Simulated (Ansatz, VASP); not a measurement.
# HfO2: VASP beside Ansatz

```
Hf O
1.0
     0.00000    2.94112    2.55750
     2.55750    0.00000    2.55750
     2.55750    2.94112    0.00000
Hf O
1 2
Direct
  0.00000 0.00000 0.00000
  0.25000 0.25000 0.25000
  0.75000 0.75000 0.75000
```

Change from the starting cell: strain +0.1500 x Voigt [0, 1, 0, 0, 0, 0], atoms carried along.

Alike in both runs: task single point; functional r2SCAN; k mesh 8 × 8 × 8; occupations gaussian, width 0.05 eV; no spin polarisation.

|  | VASP | Ansatz |
| --- | --- | --- |
| version | VASP 6.6.1 | Ansatz 0.2.0 |
| potentials or method | VASP PAW PBE potentials, release 64 (Hf_pv, O), cutoff 520 eV | scalar-relativistic, plane waves, PAW |
| valence electrons in the cell | 22 | 38 |

```tsv
	VASP	Ansatz	Ansatz less VASP
gap on the k mesh at the Fermi level (eV)	2.03	2.05	+0.020
least direct gap on the mesh (eV)	2.53	2.56	+0.021
pressure (GPa)	-34.1	-31.8	+2.36
traceless stress, the component that is largest in VASP (GPa)	-38.72	-38.34	+0.379
```

VASP's potentials were made for PBE, not for r2SCAN. Both programs put the cell under strong tension, so it lies far from rest at this level. VASP's potentials hold 22 valence electrons a cell and Ansatz's 38, so a difference there can come from the potentials and not from the codes.

Neither program's run includes spin-orbit coupling. Noted on VASP's run: the cell as given lies far from equilibrium.
